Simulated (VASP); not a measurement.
# CdSiN2 (P-4m2) in VASP: settings compared, part 2 of 2

VASP 6.6.1.

### 3 Single point, r2SCAN (biaxial xy strain +3.8%)

Contents of POSCAR:

```
CdSiN2
1.0
    3.1480664100      0.0000000000      0.0000000000
    0.0000000000      3.1480664100      0.0000000000
    0.0000000000      0.0000000000      5.1102333328
Cd N Si
1 2 1
Direct
    0.0000000000      0.0000000000      0.0000000000
    0.0000000000      0.5000000000      0.3225100448
    0.5000000000      0.0000000000      0.6774899552
    0.5000000000      0.5000000000      0.5000000000
```

Contents of INCAR.step1:

```
  PREC = Accurate
  ENCUT = 520
  ISMEAR = 0
  SIGMA = 0.01
  LREAL = F
  LASPH = T
  NELM = 100
  NBANDS = 21
  GGA = PE
  ALGO = Normal
  EDIFF = 1E-4
  LWAVE = T
  LCHARG = F
```

Contents of INCAR.step2:

```
  PREC = Accurate
  ENCUT = 520
  EDIFF = 1E-6
  ISMEAR = 0
  SIGMA = 0.01
  LREAL = F
  LASPH = T
  NELM = 100
  ALGO = Normal
  ISIF = 2
  LWAVE = F
  LCHARG = F
  METAGGA = R2SCAN
  LMIXTAU = T
  NBANDS = 21
  ISTART = 1
```

Contents of KPOINTS:

```
Automatic mesh
0
Gamma
  8 8 6
```

Potentials or basis: VASP PAW PBE potentials, release 64 (Cd, N, Si).

Command:

```sh
cat potpaw_PBE.64/Cd/POTCAR potpaw_PBE.64/N/POTCAR potpaw_PBE.64/Si/POTCAR > POTCAR
cp INCAR.step1 INCAR
mpirun -np 1 vasp_std > vasp.out
cp INCAR.step2 INCAR
mpirun -np 1 vasp_std > vasp.out
```

OUTCAR:

```text
PREC = Accurate
   ENCUT = 520
   EDIFF = 1E-6
   ISMEAR = 0
   LREAL = F
   LASPH = T
   NELM = 100
   ISIF = 2
   METAGGA = R2SCAN
   ISTART = 1

 ion  position               nearest neighbor table
   1  0.000  0.000  0.000-   2 2.28   3 2.28   2 2.28   3 2.28   4 3.39   4 3.39   4 3.39   4 3.39
                             4 3.39   4 3.39   4 3.39   4 3.39
   2  0.000  0.500  0.323-   4 1.82   4 1.82   1 2.28   1 2.28
   3  0.500  0.000  0.677-   4 1.82   4 1.82   1 2.28   1 2.28
   4  0.500  0.500  0.500-   2 1.82   3 1.82   3 1.82   2 1.82   1 3.39   1 3.39   1 3.39   1 3.39
                             1 3.39   1 3.39   1 3.39   1 3.39

  LATTYP: Found a simple tetragonal cell.
 ALAT       =     3.1480664100
 C/A-ratio  =     1.6232927350

  Lattice vectors:

 A1 = (   3.1480664100,   0.0000000000,   0.0000000000)
 A2 = (   0.0000000000,   3.1480664100,   0.0000000000)
 A3 = (   0.0000000000,   0.0000000000,   5.1102333328)

Analysis of symmetry for initial positions (statically):
=====================================================================
 Subroutine PRICEL returns:
 Original cell was already a primitive cell.

[... 174 lines left out ...]
 E-fermi :   4.3214     XC(G=0): -11.6717

 val. band max:        4.2725236259   @ k =   0.0000   0.0000   0.0000
 cond. band min:       5.4493833592   @ k =   0.0000   0.0000   0.0000
 fundamental gap:      1.1768597333
 Fermi energy:         4.3213891336

 k-point     1 :       0.0000    0.0000    0.0000
  band No.  band energies     occupation
      1     -12.9598      2.00000
      2     -10.1438      2.00000
      3      -4.1696      2.00000
      4      -3.7801      2.00000
      5      -3.4446      2.00000
      6      -3.4446      2.00000
[... 565 lines left out ...]
     20      15.9591      0.00000
     21      18.0217      0.00000

 [... further k-points ...]

------------------------ aborting loop because EDIFF is reached ----------------------------------------

  FORCE on cell =-STRESS in cart. coord.  units (eV):
  Direction    XX          YY          ZZ          XY          YZ          ZX
  --------------------------------------------------------------------------------------
  -------------------------------------------------------------------------------------
  Total       -4.1950011     -4.1950011     -2.4470049      0.0000000      0.0000000      0.0000000
  in kB     -132.7132122   -132.7132122    -77.4135394      0.0000000      0.0000000      0.0000000
  external PRESSURE =    -114.2799879 kB  Pullay stress =       0.0000000 kB

 VOLUME and BASIS-vectors are now :
 -----------------------------------------------------------------------------
  energy-cutoff  :      520.00
  volume of cell :       50.64
      direct lattice vectors                 reciprocal lattice vectors
     3.148066410  0.000000000  0.000000000     0.317655306  0.000000000  0.000000000
     0.000000000  3.148066410  0.000000000     0.000000000  0.317655306  0.000000000
     0.000000000  0.000000000  5.110233333     0.000000000  0.000000000  0.195685781

 POSITION                                       TOTAL-FORCE (eV/Angst)
 -----------------------------------------------------------------------------------
      0.00000      0.00000      0.00000         0.000000      0.000000     -0.000000
      0.00000      1.57403      1.64810        -0.000000      0.000000      0.086138
      1.57403      0.00000      3.46213        -0.000000      0.000000     -0.086138
      1.57403      1.57403      2.55512        -0.000000     -0.000000     -0.000000
 -----------------------------------------------------------------------------------
    total drift:                                0.000000      0.000000     -0.000000

  FREE ENERGIE OF THE ION-ELECTRON SYSTEM (eV)
  ---------------------------------------------------
  free  energy   TOTEN  =       -49.2183136044 eV

  energy  without entropy=      -49.2183136044  energy(sigma->0) =      -49.21831360
```

OSZICAR.step1:

```text
N       E                     dE             d eps       ncg     rms          rms(c)
DAV:   1     0.157278795749E+03    0.15728E+03   -0.13791E+04  2584   0.119E+03
DAV:   2    -0.194951276213E+02   -0.17677E+03   -0.16808E+03  2891   0.296E+02
DAV:   3    -0.289452591090E+02   -0.94501E+01   -0.93960E+01  3045   0.721E+01
DAV:   4    -0.290183569899E+02   -0.73098E-01   -0.73082E-01  2797   0.689E+00
DAV:   5    -0.290188728032E+02   -0.51581E-03   -0.51580E-03  3190   0.550E-01    0.143E+01
DAV:   6    -0.240736599403E+02    0.49452E+01   -0.12179E+01  3775   0.479E+01    0.921E+00
DAV:   7    -0.242994864878E+02   -0.22583E+00   -0.30316E+00  2830   0.126E+01    0.506E+00
DAV:   8    -0.242641034584E+02    0.35383E-01   -0.37586E-01  2945   0.385E+00    0.144E+00
DAV:   9    -0.242413574173E+02    0.22746E-01   -0.10286E-01  3014   0.251E+00    0.321E-01
DAV:  10    -0.242414198794E+02   -0.62462E-04   -0.11439E-02  2810   0.895E-01    0.151E-01
DAV:  11    -0.242415967666E+02   -0.17689E-03   -0.11435E-03  3023   0.293E-01    0.786E-02
DAV:  12    -0.242415992248E+02   -0.24582E-05   -0.32548E-04  2335   0.152E-01
   1 F= -.24241599E+02 E0= -.24241599E+02  d E =-.134946E-36
```

It took 2 min on 1 thread of AMD EPYC 9R45 (Zen 5), shared host; peak memory 0.18 GiB.

Results:

```
Free energy            : -49.2183 eV
Pressure               : -11.4 GPa
Largest force          : 0.086 eV/Å
Band gap on the k mesh : 1.18 eV, direct
```

Forces on the atoms (eV/Å):
```
Cd   0.000  0.000  0.000
N    0.000  0.000  0.086
N    0.000  0.000 -0.086
Si   0.000  0.000  0.000
```

Stress tensor (GPa, compression positive):
```
-13.27   0.00   0.00
  0.00 -13.27   0.00
  0.00   0.00  -7.74
```

Caveat: the cell differs from its parent crystal (biaxial xy strain +3.8%); the PAW data sets were made with another functional, which shifts forces and pressure a little. A k mesh can miss the band edges.

### 4 Single point, HSE06 (biaxial xy strain +3.8%)

POSCAR is that of step 3.

Contents of INCAR.step1:

```
SYSTEM = CdSiN2
PREC     = Accurate       ! precision mode
ENCUT    = 520            ! plane-wave cutoff, eV
EDIFF    = 1E-5           ! SCF threshold, eV
ISMEAR   = 0              ! smearing method
SIGMA    = 0.01           ! smearing width, eV
LREAL    = .FALSE.        ! projectors in reciprocal space
LASPH    = .TRUE.         ! aspherical terms in the spheres
NELM     = 120            ! most SCF steps
ALGO     = Normal         ! electronic algorithm
ISIF     = 2              ! what is computed and relaxed
LWAVE    = .TRUE.         ! write WAVECAR
GGA      = PE             ! functional
NBANDS   = 21             ! bands
GGA_COMPAT= .FALSE.      
KPAR     = 4
```

Contents of INCAR.step2:

```
SYSTEM = CdSiN2
PREC     = Accurate       ! precision mode
ENCUT    = 520            ! plane-wave cutoff, eV
EDIFF    = 1E-6           ! SCF threshold, eV
ISMEAR   = 0              ! smearing method
SIGMA    = 0.01           ! smearing width, eV
LREAL    = .FALSE.        ! projectors in reciprocal space
LASPH    = .TRUE.         ! aspherical terms in the spheres
NELM     = 120            ! most SCF steps
ALGO     = Normal         ! electronic algorithm
ISIF     = 2              ! what is computed and relaxed
LWAVE    = .FALSE.        ! write WAVECAR
LCHARG   = .TRUE.         ! write CHGCAR
GGA      = PE             ! functional
LHFCALC  = .TRUE.         ! exact exchange
HFSCREEN = 0.2079         ! screening, 1/A
PRECFOCK = Normal       
LVHAR    = .TRUE.       
ISTART   = 1            
NBANDS   = 21             ! bands
GGA_COMPAT= .FALSE.      
KPAR     = 4
```

Contents of KPOINTS:

```
Automatic mesh
0
G
  6 6 4
  0 0 0
```

Command:

```sh
cat potpaw_PBE.64/Cd/POTCAR potpaw_PBE.64/N/POTCAR potpaw_PBE.64/Si/POTCAR > POTCAR
cp INCAR.step1 INCAR
mpirun -np 4 vasp_std > vasp.out
cp INCAR.step2 INCAR
mpirun -np 4 vasp_std > vasp.out
```

Wall time 30 min (4 MPI ranks of Intel Xeon Platinum 8259CL at 2.50GHz (Skylake/Cascade Lake), shared host); peak memory 0.29 GiB.

Results (log left out):

* Free energy: -29.2798 eV
* Pressure: -12.5 GPa
* Largest force: 0.014 eV/Å
* Band gap on the k mesh: 1.99 eV, direct

Forces on the atoms (eV/Å):
```
Cd   0.000  0.000  0.000
N    0.000  0.000  0.014
N    0.000  0.000 -0.014
Si   0.000  0.000  0.000
```

Stress tensor (GPa, compression positive):
```
-14.04   0.00   0.00
  0.00 -14.04   0.00
  0.00   0.00  -9.38
```

Levels at points of the mesh, in eV from the valence-band top:
```
           k point  band 11  band 12  band 13  band 14  band 15  band 16
(0.00, 0.00, 0.00)    -2.25     0.00     0.00     1.99     5.40     7.14
(0.50, 0.00, 0.00)    -2.99    -2.94    -0.16     5.16     6.10     6.41
(0.50, 0.50, 0.00)    -2.44    -2.44    -1.46     4.10     4.10     7.78
(0.00, 0.00, 0.50)    -3.65    -0.44    -0.44     4.90     4.97     5.35
(0.50, 0.00, 0.50)    -1.71    -1.08    -0.05     4.22     5.23     7.19
(0.50, 0.50, 0.50)    -3.30    -3.30    -1.89     6.87     6.87     9.07
```

Caveat: the cell differs from its parent crystal (biaxial xy strain +3.8%); the PAW data sets were made with another functional, which shifts forces and pressure a little.

### 5 Single point, HSE06 (strain -4.0%)

Contents of POSCAR:

```
CdSiN2
1.0
    2.9138425021      0.0000000000      0.0000000000
    0.0000000000      2.9138425021      0.0000000000
    0.0000000000      0.0000000000      4.9078680928
Cd N Si
1 2 1
Direct
    0.0000000000      0.0000000000      0.0000000000
    0.0000000000      0.5000000000      0.3166741853
    0.5000000000      0.0000000000      0.6833258147
    0.5000000000      0.5000000000      0.5000000000
```

Contents of INCAR.step1:

```
SYSTEM = CdSiN2
PREC = Accurate
ENCUT = 520
EDIFF = 1E-5
ISMEAR = 0
SIGMA = 0.01
LREAL = .FALSE.
LASPH = .TRUE.
NELM = 120
ALGO = Normal
ISIF = 2
LWAVE = .TRUE.
NBANDS = 21
GGA = PE
GGA_COMPAT = .FALSE.
KPAR = 4
```

Contents of INCAR.step2:

```
SYSTEM = CdSiN2
PREC = Accurate
ENCUT = 520
EDIFF = 1E-6
ISMEAR = 0
SIGMA = 0.01
LREAL = .FALSE.
LASPH = .TRUE.
NELM = 120
ALGO = Normal
ISIF = 2
LWAVE = .FALSE.
LCHARG = .TRUE.
GGA = PE
LHFCALC = .TRUE.
HFSCREEN = 0.2079
PRECFOCK = Normal
LVHAR = .TRUE.
NBANDS = 21
ISTART = 1
GGA_COMPAT = .FALSE.
KPAR = 4
```

KPOINTS is that of step 4.

Command:

```sh
cat potpaw_PBE.64/Cd/POTCAR potpaw_PBE.64/N/POTCAR potpaw_PBE.64/Si/POTCAR > POTCAR
cp INCAR.step1 INCAR
mpirun -np 4 vasp_std > vasp.out
cp INCAR.step2 INCAR
mpirun -np 4 vasp_std > vasp.out
```

It took 16 min on 4 MPI ranks of Intel Xeon 6975P-C (Granite Rapids), shared host; peak memory 0.28 GiB.

It converged, with:

```
Free energy            : -28.9779 eV
Pressure               : 30.9 GPa
Largest force          : 0.063 eV/Å
Band gap on the k mesh : 3.24 eV, direct
```

Forces in eV/Å, atoms in the order of the input:
```
Cd   0.000  0.000  0.000
N    0.000  0.000  0.063
N    0.000  0.000 -0.063
Si   0.000  0.000  0.000
```

Stress tensor (GPa, compression positive):
```
30.12  0.00  0.00
 0.00 30.12  0.00
 0.00  0.00 32.44
```

Levels at points of the mesh, in eV from the valence-band top:
| k point | band 11 | band 12 | band 13 | band 14 | band 15 | band 16 |
| --- | --- | --- | --- | --- | --- | --- |
| (0.00, 0.00, 0.00) | -2.80 | 0.00 | 0.00 | 3.24 | 6.22 | 8.88 |
| (0.50, 0.00, 0.00) | -3.48 | -3.40 | -0.15 | 5.88 | 7.70 | 7.98 |
| (0.50, 0.50, 0.00) | -2.71 | -2.71 | -2.18 | 4.14 | 4.14 | 9.12 |
| (0.00, 0.00, 0.50) | -3.96 | -0.62 | -0.62 | 5.72 | 5.89 | 6.67 |
| (0.50, 0.00, 0.50) | -2.04 | -1.60 | 0.00 | 5.09 | 6.32 | 8.59 |
| (0.50, 0.50, 0.50) | -3.87 | -3.87 | -2.08 | 7.24 | 7.24 | 9.82 |

Caveat: the cell differs from its parent crystal (strain -4.0%); the PAW data sets were made with another functional, which shifts forces and pressure a little.

### 6 Single point, PBE (strain -4.0%)

Contents of INCAR:

```
SYSTEM = CdSiN2
ALGO = Normal
EDIFF = 1E-6
ENCUT = 600
GGA = PE
GGA_COMPAT = .FALSE.
ISIF = 2
ISMEAR = -1
LASPH = .TRUE.
LCHARG = .FALSE.
LREAL = .FALSE.
LWAVE = .FALSE.
NBANDS = 25
NELM = 120
PREC = Accurate
SIGMA = 0.02
```

Contents of KPOINTS:

```
k-points
0
G
  8 8 6
  0 0 0
```

POSCAR is that of step 5.

Potentials or basis: VASP PAW PBE potentials, release 64 (Cd_sv_GW, N, Si).

Command:

```sh
cat potpaw_PBE.64/Cd_sv_GW/POTCAR potpaw_PBE.64/N/POTCAR potpaw_PBE.64/Si/POTCAR > POTCAR
mpirun -np 1 vasp_std > vasp.out
```

OUTCAR:

```text
SYSTEM = CdSiN2
   EDIFF = 1E-6
   ENCUT = 600
   GGA = PE
   ISIF = 2
   ISMEAR = -1
   LASPH = .TRUE.
   LREAL = .FALSE.
   NELM = 120
   PREC = Accurate

 ion  position               nearest neighbor table
   1  0.000  0.000  0.000-   2 2.13   3 2.13   2 2.13   3 2.13
   2  0.000  0.500  0.317-   4 1.71   4 1.71   1 2.13   1 2.13
   3  0.500  0.000  0.683-   4 1.71   4 1.71   1 2.13   1 2.13
   4  0.500  0.500  0.500-   2 1.71   3 1.71   3 1.71   2 1.71

  LATTYP: Found a simple tetragonal cell.
 ALAT       =     2.9138425021
 C/A-ratio  =     1.6843285419

  Lattice vectors:

 A1 = (   2.9138425021,   0.0000000000,   0.0000000000)
 A2 = (   0.0000000000,   2.9138425021,   0.0000000000)
 A3 = (   0.0000000000,   0.0000000000,   4.9078680928)

Analysis of symmetry for initial positions (statically):
=====================================================================
 Subroutine PRICEL returns:
 Original cell was already a primitive cell.

 Routine SETGRP: Setting up the symmetry group for a
 simple tetragonal supercell.

 Subroutine GETGRP returns: Found  8 space group operations
[... 168 lines left out ...]

 E-fermi :   9.0649     XC(G=0): -12.2036

 val. band max:        8.3193155636   @ k =   0.5000   0.0000   0.5000
 cond. band min:      10.1763423936   @ k =   0.0000   0.0000   0.0000
 fundamental gap:      1.8570268300
 Fermi energy:         9.0648665281

 k-point     1 :       0.0000    0.0000    0.0000
  band No.  band energies     occupation
      1     -93.4247      2.00000
      2     -54.5390      2.00000
      3     -54.5390      2.00000
      4     -54.3952      2.00000
      5      -9.6091      2.00000
      6      -6.2720      2.00000
[... 661 lines left out ...]
     24      20.6189      0.00000
     25      22.6464      0.00000

 [... further k-points ...]

------------------------ aborting loop because EDIFF is reached ----------------------------------------

  FORCE on cell =-STRESS in cart. coord.  units (eV):
  Direction    XX          YY          ZZ          XY          YZ          ZX
  --------------------------------------------------------------------------------------
  -------------------------------------------------------------------------------------
  Total        8.8329610      8.8329610      9.4288569      0.0000000      0.0000000     -0.0000000
  in kB      339.6189124    339.6189124    362.5305400      0.0000000      0.0000000     -0.0000000
  external PRESSURE =     347.2561216 kB  Pullay stress =       0.0000000 kB

 VOLUME and BASIS-vectors are now :
 -----------------------------------------------------------------------------
  energy-cutoff  :      600.00
  volume of cell :       41.67
      direct lattice vectors                 reciprocal lattice vectors
     2.913842502  0.000000000  0.000000000     0.343189448  0.000000000  0.000000000
     0.000000000  2.913842502  0.000000000     0.000000000  0.343189448  0.000000000
     0.000000000  0.000000000  4.907868093     0.000000000  0.000000000  0.203754457

 POSITION                                       TOTAL-FORCE (eV/Angst)
 -----------------------------------------------------------------------------------
      0.00000      0.00000      0.00000        -0.000000     -0.000000      0.000000
      0.00000      1.45692      1.55420         0.000000     -0.000000     -0.112946
      1.45692      0.00000      3.35367         0.000000     -0.000000      0.112946
      1.45692      1.45692      2.45393         0.000000      0.000000      0.000000
 -----------------------------------------------------------------------------------
    total drift:                               -0.000000      0.000000      0.000000

  FREE ENERGIE OF THE ION-ELECTRON SYSTEM (eV)
  ---------------------------------------------------
  free  energy   TOTEN  =       -23.7929745316 eV

  energy  without entropy=      -23.7929745316  energy(sigma->0) =      -23.79297453
```

Wall time 22 s (1 thread of Intel Xeon 6975P-C (Granite Rapids), shared host); peak memory 0.23 GiB.

Results:

| Quantity | Value |
| --- | --- |
| Free energy | -23.7930 eV |
| Pressure | 34.7 GPa |
| Largest force | 0.113 eV/Å |
| Band gap on the k mesh | 1.86 eV, indirect (least direct gap 1.86 eV) |

Forces in eV/Å, atoms in the order of the input:
```
Cd   0.000  0.000  0.000
N    0.000  0.000 -0.113
N    0.000  0.000  0.113
Si   0.000  0.000  0.000
```

Caveat: the cell differs from its parent crystal (strain -4.0%). A k mesh can miss the band edges.

### 7 Overview

| level | potentials or basis | cell | k mesh | cutoff (eV) | smearing | grid for exact exchange (PRECFOCK) | screening parameter | second run | gap on the mesh (eV) | pressure (GPa) | largest force (eV/Å) |
| --- | --- | --- | --- | --- | --- | --- | --- | --- | --- | --- | --- |
| r2SCAN | VASP PAW PBE potentials, release 64 (Cd, N, Si) | a = 2.914, b = 2.914, c = 4.908 Å, 4 atoms | 8 × 8 × 6 | 520 | gaussian 0.01 eV | - | - | - | 2.30 | 32.5 | 0.18 |
| r2SCAN | VASP PAW PBE potentials, release 64 (Cd, N, Si) | a = 3.148, b = 3.148, c = 5.110 Å, 4 atoms | 8 × 8 × 6 | 520 | gaussian 0.01 eV | - | - | - | 1.18 | -11.4 | 0.09 |
| HSE06 | VASP PAW PBE potentials, release 64 (Cd, N, Si) | a = 3.148, b = 3.148, c = 5.110 Å, 4 atoms | 6 × 6 × 4 | 520 | gaussian 0.01 eV | Normal | 0.2079 1/Å | - | 1.99 | -12.5 | 0.01 |
| HSE06 | VASP PAW PBE potentials, release 64 (Cd, N, Si) | a = 2.914, b = 2.914, c = 4.908 Å, 4 atoms | 6 × 6 × 4 | 520 | gaussian 0.01 eV | Normal | 0.2079 1/Å | - | 3.24 | 30.9 | 0.06 |
| PBE | VASP PAW PBE potentials, release 64 (Cd_sv_GW, N, Si) | a = 2.914, b = 2.914, c = 4.908 Å, 4 atoms | 8 × 8 × 6 | 600 | fermi-dirac 0.02 eV | - | - | valence_matched | 1.86 | 34.7 | 0.11 |

Alike in all rows: task single point; no spin polarisation.

Caveats: the PAW data sets were made with another functional, which shifts forces and pressure a little (some runs).

Absolute energies hang on the potentials; compare differences alone.
